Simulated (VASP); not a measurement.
C: single point with PBEsol+D3(BJ)

C:

```xyz
2
Lattice="1.1983 0.6919 3.2009 -1.1983 0.6919 3.2009 0.0000 -1.3837 3.2009" Properties=species:S:1:pos:R:3 pbc="T T T"
C     0.0000    0.0000    1.5996
C     0.0000    0.0000    8.0030
```

| Quantity | Value |
| --- | --- |
| Program | VASP 6.6.1 |
| Task | single point |
| Functional | PBEsol |
| Dispersion | D3(BJ) |
| Potentials or basis | VASP PAW PBE potentials, release 64 (C) |
| Cutoff | 520 eV |
| k mesh | 15 × 15 × 15 |
| Occupations | gaussian, width 0.05 eV |
| Spin | no spin polarisation |

The pressure is 27.4 GPa and the largest force is 0.003 eV/Å. The dispersion energy per atom is -0.113 eV.

Forces on the atoms (eV/Å):
```
C    0.000  0.000 -0.003
C    0.000  0.000  0.003
```

Stress tensor (GPa, compression positive):
```
40.65  0.00  0.00
 0.00 40.65  0.00
 0.00  0.00  0.96
```

Wall time 35 s on 1 thread of Intel(R) Xeon(R) 6975P-C (Granite Rapids) (shared host), peak memory 0.19 GiB.

Caveat: the stress differs along the axes, from 1 to 41 GPa; the PAW data sets were made with another functional, which shifts forces and pressure a little.
